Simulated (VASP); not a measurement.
# PbSe: single point with r2SCAN

The system is PbSe, a slab with vacuum.

```
Pb Se
1.0
     4.50148    0.00000    0.00000
    -0.01051    4.50147    0.00000
    -2.24548   -2.25073   12.23617
Pb Se
2 2
Direct
  0.80684 0.80730 0.61844
  0.18545 0.19981 0.38238
  0.28733 0.32315 0.62319
  0.68427 0.69990 0.37796
```

* Program: VASP 6.6.1
* Task: single point
* Functional: r2SCAN
* Potentials or basis: VASP PAW PBE potentials, release 64 (Pb_d, Se)
* Cutoff: 520 eV
* k mesh: 6 × 6 × 3
* Occupations: fermi-dirac, width 0.05 eV
* Spin: no spin polarisation
* Dipole correction: no
* Further INCAR settings: ALGO = Normal; EDIFF = 1e-07; NBANDS = 28

* Largest force: 0.595 eV/Å
* Band gap on the k mesh: 1.87 eV

Forces in eV/Å, atoms in the order of the input:
```
Pb   0.061 -0.018 -0.573
Pb  -0.015 -0.017  0.595
Se   0.013  0.036 -0.579
Se  -0.058 -0.002  0.557
```

Levels at points of the mesh, in eV from the valence-band top:
```csv
k point,band 18,band 19,band 20,band 21,band 22,band 23
"(0.00, 0.00, 0.00)",-1.19,-1.17,-0.37,2.43,4.46,4.99
"(0.50, 0.00, 0.00)",-0.68,-0.02,-0.02,1.88,1.92,2.74
"(0.00, 0.50, 0.00)",-0.72,-0.03,0.00,1.87,1.92,2.80
"(0.50, 0.50, 0.00)",-2.44,-1.21,-1.20,3.76,3.79,5.63
```

Wall time 29 min on 1 thread of Intel(R) Xeon(R) Platinum 8259CL CPU @ 2.50GHz (Skylake/Cascade Lake), on a shared host, peak memory 0.58 GiB.

Caveat: there is no dipole correction, which matters where the two faces differ; the PAW data sets were made with another functional, which shifts forces and pressure a little; spin-orbit coupling is left out, which moves the levels of the heavy elements.
